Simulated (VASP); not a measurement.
The system is ZnS.

```
Zn S
1.0
     0.00000    2.67813    2.67813
     2.67813    0.00000    2.67813
     2.67813    2.67813    0.00000
Zn S
1 1
Direct
  0.00000 0.00000 0.00000
  0.25000 0.25000 0.25000
```

Base run:

```yaml
Program: VASP 6.6.1
Functional: PBEsol
Potentials_or_basis: VASP PAW PBE potentials, release 64 (Zn, S)
Cutoff: 520 eV
k_mesh: 8 × 8 × 8
Occupations: fermi-dirac, width 0.05 eV
Spin: no spin polarisation
```

Its results: band gap on the k mesh 2.09 eV; pressure 0.2 GPa.

Q: The run is repeated on the same cell with these changes: functional from PBEsol to PBE; cutoff from 520 eV to 500 eV. What comes out?

A: Band gap on the k mesh 2.23 eV; pressure 3.9 GPa.

PBE binds less tightly than PBEsol, so the same cell stands under more pressure.

Caveats: the PAW data sets were made with another functional, which shifts forces and pressure a little (at least some runs); the cell stands under pressure (at least some runs).

